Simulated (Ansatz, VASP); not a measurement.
# HfO2 in VASP and in Ansatz

```
CELL_PARAMETERS angstrom
0.00000 -4.83820 0.00000
0.00000 0.00000 -3.22035
9.67641 -1.93528 0.00000
ATOMIC_POSITIONS crystal
Hf 0.81950 0.00000 0.45125
Hf 0.61950 0.00000 0.95125
Hf 0.41950 0.50000 0.20125
Hf 0.21950 0.50000 0.70125
O 0.17544 0.50000 0.04871
O 0.97544 0.50000 0.54871
O 0.65340 0.00000 0.10379
O 0.45340 0.00000 0.60379
O 0.18560 0.00000 0.29871
O 0.98560 0.00000 0.79871
O 0.66356 0.50000 0.35379
O 0.46356 0.50000 0.85379
```

Alike in both runs: task single point; functional r2SCAN; k mesh 5 × 7 × 3; occupations gaussian, width 0.05 eV; no spin polarisation.

```csv
,VASP,Ansatz
version,VASP 6.6.1,Ansatz 0.2.0
potentials or method,"VASP PAW PBE potentials, release 64 (Hf_pv, O), cutoff 520 eV","scalar-relativistic, plane waves, PAW"
valence electrons in the cell,88,152
```

|  | VASP | Ansatz | Ansatz less VASP |
| --- | --- | --- | --- |
| gap on the k mesh at the Fermi level (eV) | 0.45 | 0.50 | +0.045 |
| least direct gap on the mesh (eV) | 0.45 | 0.50 | +0.045 |
| pressure (GPa) | 14.5 | 16.1 | +1.67 |
| traceless stress, the component that is largest in VASP (GPa) | 33.63 | 31.76 | -1.872 |
| rms of the force components (eV/Å) | 6.822 | 6.421 | -0.4003 |

VASP's potentials were made for PBE, not for r2SCAN. Atom by atom the forces differ by 0.416 eV/Å (rms over components). VASP's potentials hold 88 valence electrons a cell and Ansatz's 152, so a difference there can come from the potentials and not from the codes.

Neither program's run includes spin-orbit coupling.
